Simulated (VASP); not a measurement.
A run of VASP 6.6.1:

Contents of INCAR:

```
SYSTEM = AlN
PREC = Accurate
ENCUT = 520
EDIFF = 1E-6
ISMEAR = -1
SIGMA = 0.05
LREAL = .False.
LASPH = .True.
NELM = 100
ALGO = Normal
ISIF = 2
LWAVE = .False.
LCHARG = .False.
GGA = PE
NBANDS = 11
```

File KPOINTS:

```
regular mesh
0
Gamma
  6 6 6
  0 0 0
```

The input POSCAR:

```
AlN
1.0
    0.0000000000      2.1839935596      2.1839935596
    2.1839935596      0.0000000000      2.1839935596
    2.1839935596      2.1839935596      0.0000000000
Al N
1 1
Direct
    0.0000000000      0.0000000000      0.0000000000
    0.2500000000      0.2500000000      0.2500000000
```

Potentials or basis: VASP PAW PBE potentials, release 64 (Al, N).

Command:

```sh
$ cat potpaw_PBE.64/Al/POTCAR potpaw_PBE.64/N/POTCAR > POTCAR
$ mpirun -np 1 vasp_std > vasp.out
```

Hardware: 1 thread of Intel Xeon 8259CL (shared host).

Task: Estimate the wall time of this run.

Result: Wall time 5.7 s on 1 thread of Intel Xeon 8259CL, on a shared host, peak memory 0.13 GiB. Counts: scf iterations 12, k points 16.
